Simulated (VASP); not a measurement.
Wanted: the native input for a VASP 6.6.1 run.

```
Task                   : single point
Functional             : r2SCAN
Potentials or basis    : VASP PAW PBE potentials, release 64 (Ti_sv, Te)
Cutoff                 : 520 eV
k mesh                 : 10 × 10 × 6
Occupations            : gaussian, width 0.05 eV
Spin                   : no spin polarisation
Dipole correction      : no
Further INCAR settings : ALGO = Normal; EDIFF = 1e-06; NBANDS = 19
```

The system is TiTe2.

```
Ti Te
1.0
     3.81708    0.00000    0.00000
    -1.90854    3.30569    0.00000
     0.00000    0.00000    7.03162
Ti Te
1 2
Cartesian
  0.0000 0.0000 0.0000
  0.0000 2.2038 1.6933
  1.9085 1.1019 5.3383
```

The input as run:

POSCAR

```
TiTe2
1.0
    3.8170793263      0.0000000000      0.0000000000
   -1.9085396631      3.3056876648      0.0000000000
    0.0000000000      0.0000000000      7.0316171359
Ti Te
1 2
Direct
    0.0000000000      0.0000000000      0.0000000000
    0.3333333333      0.6666666667      0.2408147611
    0.6666666667      0.3333333333      0.7591852389
```

INCAR.step1

```
SYSTEM = TiTe2
PREC     = Accurate       ! precision mode
ENCUT    = 520            ! plane-wave cutoff, eV
ISMEAR   = 0              ! smearing method
SIGMA    = 0.05           ! smearing width, eV
LREAL    = .False.        ! projectors in reciprocal space
LASPH    = .True.         ! aspherical terms in the spheres
NELM     = 80             ! most SCF steps
NBANDS   = 19             ! bands
GGA      = PE             ! functional
ALGO     = Normal         ! electronic algorithm
EDIFF    = 1E-4           ! SCF threshold, eV
LWAVE    = .True.         ! write WAVECAR
LCHARG   = .False.        ! write CHGCAR
```

INCAR.step2

```
SYSTEM = TiTe2
PREC     = Accurate       ! precision mode
ENCUT    = 520            ! plane-wave cutoff, eV
EDIFF    = 1E-6           ! SCF threshold, eV
ISMEAR   = 0              ! smearing method
SIGMA    = 0.05           ! smearing width, eV
LREAL    = .False.        ! projectors in reciprocal space
LASPH    = .True.         ! aspherical terms in the spheres
NELM     = 80             ! most SCF steps
ALGO     = Normal         ! electronic algorithm
ISIF     = 2              ! what is computed and relaxed
LWAVE    = .False.        ! write WAVECAR
LCHARG   = .False.        ! write CHGCAR
METAGGA  = R2SCAN         ! meta-GGA
LMIXTAU  = .True.       
NBANDS   = 19             ! bands
ISTART   = 1
```

KPOINTS

```
regular mesh
0
Gamma
  10 10 6
  0 0 0
```

Potentials or basis: VASP PAW PBE potentials, release 64 (Ti_sv, Te).

Run with:

```sh
$ cat potpaw_PBE.64/Ti_sv/POTCAR potpaw_PBE.64/Te/POTCAR > POTCAR
$ cp INCAR.step1 INCAR
$ mpirun -np 1 vasp_std > vasp.out
$ cp INCAR.step2 INCAR
$ mpirun -np 1 vasp_std > vasp.out
```

It gave:

- Pressure: -0.2 GPa
- Largest force: 0.022 eV/Å
- Band gap on the k mesh: zero (bands 12 and 13 overlap by 0.49 eV)

Caveat: the PAW data sets were made with another functional, which shifts forces and pressure a little; spin-orbit coupling is left out, which moves the levels of the heavy elements.

Wall time 14 min on 1 thread of Intel Xeon 8259CL (shared host), peak memory 0.29 GiB.
